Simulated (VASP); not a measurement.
NiO: single point with r2SCAN+D4

NiO:

```
Ni O
1.0
     0.00000    2.07190    2.07190
     2.07190    0.00000    2.07190
     2.07190    2.07190    0.00000
Ni O
1 1
Direct
  0.00000 0.00000 0.00000
  0.50000 0.50000 0.50000
```

- Program: VASP 6.6.1
- Task: single point
- Functional: r2SCAN
- Dispersion: D4
- Potentials or basis: VASP PAW PBE potentials, release 64 (Ni, O)
- Cutoff: 520 eV
- k mesh: 11 × 11 × 11
- Occupations: fermi-dirac, width 0.05 eV
- Spin: collinear spin, ferromagnetic start
- Starting moments: [1.0, 0.0] μB
- Dipole correction: no
- Further INCAR settings: ALGO = Normal; EDIFF = 1e-07; NBANDS = 19

```yaml
Pressure: 6.0 GPa
Band_gap_on_the_k_mesh: 0.67 eV, indirect (least direct gap 1.67 eV)
Net_moment: 2.00 μB per cell
Site_moments: Ni +1.69; O +0.28 μB
Valence_electrons_inside_the_program's_atomic_spheres: Ni 8.97; O 5.07
Dispersion_energy_per_atom: -0.119 eV
```

Levels at points of the mesh, in eV from the valence-band top:
Spin up:
| k point | band 7 | band 8 | band 9 | band 10 | band 11 | band 12 |
| --- | --- | --- | --- | --- | --- | --- |
| (0.00, 0.00, 0.00) | -2.91 | -2.91 | -2.91 | 2.32 | 18.90 | 19.85 |
Spin down:
| k point | band 3 | band 4 | band 5 | band 6 | band 7 | band 8 | band 9 | band 10 | band 11 | band 12 |
| --- | --- | --- | --- | --- | --- | --- | --- | --- | --- | --- |
| (0.00, 0.00, 0.00) | -2.28 | -2.28 | -2.22 | -2.22 | -2.22 | 0.67 | 0.67 | 2.89 | 18.99 | 20.19 |

Run time: 54 s on 1 thread of Intel(R) Xeon(R) 6975P-C (Granite Rapids), on a shared host, peak memory 0.18 GiB.

Caveat: the PAW data sets were made with another functional, which shifts forces and pressure a little; a cell with one magnetic atom can't hold antiferromagnetic order, which such compounds often take. A k mesh can miss the band edges.
